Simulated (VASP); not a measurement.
Cu, 1 atom in the cell. The structure is tetragonal, space group I4/mmm (No. 139). The conventional cell has a = 2.595 Å, b = 2.595 Å, c = 3.723 Å, α = 90.00°, β = 90.00°, γ = 90.00°. Within 3.4 Å of Cu (site symmetry 4/mmm) lie 12 Cu at 2.59 to 2.61 Å.  This cell differs from its parent crystal: strain +0.015 along x and y, +0.030 along z.

| Item | Value |
| --- | --- |
| Program | VASP 6.6.1 |
| Task | single point |
| Functional | PBEsol |
| Potentials or basis | VASP PAW PBE potentials, release 64 (Cu) |
| Cutoff | 520 eV |
| k mesh | 22 × 22 × 22 |
| Occupations | gaussian, width 0.15 eV |
| Spin | no spin polarisation |
| Dipole correction | no |
| Further INCAR settings | ALGO = Fast; EDIFF = 1e-06; NBANDS = 12 |

Potentials or basis: VASP PAW PBE potentials, release 64 (Cu).

Run with:

```sh
$ cat potpaw_PBE.64/Cu/POTCAR > POTCAR
$ mpirun -np 1 vasp_std > vasp.out
```

Hardware: 1 thread of AMD EPYC 9R45 96-Core Processor (Zen 5) (shared host).

Problem. How long does it take, and how much memory?

Solution. It took 57 s on 1 thread of AMD EPYC 9R45 96-Core Processor (Zen 5), with other jobs on the host, peak memory 0.19 GiB. Counts: scf iterations 13, k points 834.
